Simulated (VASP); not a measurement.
Input of a VASP 6.6.1 run:

Contents of INCAR:

```
SYSTEM = Hf2Pd2Se2Br2O3
  PREC = Accurate
  ENCUT = 520
  EDIFF = 1E-6
  ISMEAR = -1
  SIGMA = 0.05
  LREAL = .False.
  LASPH = .True.
  NELM = 80
  ALGO = Normal
  ISIF = 2
  LWAVE = .False.
  LCHARG = .False.
  GGA = PE
  NBANDS = 53
```

The input KPOINTS:

```
regular mesh
0
Gamma
  7 7 2
  0 0 0
```

The input POSCAR:

```
Hf2Pd2Se2Br2O3
1.0
    7.6772200000     -1.7097100000      0.0000000000
    7.6772200000      1.7097100000      0.0000000000
   -3.9994100000      0.0000000000     12.5875400000
Hf Pd Se Br O
2 2 2 2 3
Direct
    0.0548600000      0.0548600000      0.9385600000
    0.3937200000      0.3937200000      0.7169100000
    0.8208000000      0.8208000000      0.4903600000
    0.6771400000      0.6771400000      0.2569300000
    0.0776800000      0.0776800000      0.1543500000
    0.2100900000      0.2100900000      0.4120000000
    0.4135500000      0.4135500000      0.9548000000
    0.7539600000      0.7539600000      0.7134900000
    0.4029900000      0.4029900000      0.5787300000
    0.6144600000      0.6144600000      0.9269800000
    0.9690600000      0.9690600000      0.7783100000
```

Potentials or basis: VASP PAW PBE potentials, release 64 (Hf_pv, Pd, Se, Br, O).

Launch:

```console
$ cat potpaw_PBE.64/Hf_pv/POTCAR potpaw_PBE.64/Pd/POTCAR potpaw_PBE.64/Se/POTCAR potpaw_PBE.64/Br/POTCAR potpaw_PBE.64/O/POTCAR > POTCAR
$ mpirun -np 1 vasp_std > vasp.out
```

Task: What does it give for the band gap on the k mesh?

Result: 0.74 eV (least direct gap 0.77 eV).

Task: Estimate the largest force.

Result: 0.145 eV/Å.

Task: What does it give for the pressure?

Result: -0.4 GPa.

Stress tensor (GPa, compression positive):
```
-0.30  0.00 -0.04
 0.00 -0.46  0.00
-0.04  0.00 -0.33
```

Caveat: spin-orbit coupling is left out, which moves the levels of the heavy elements. A k mesh can miss the band edges.
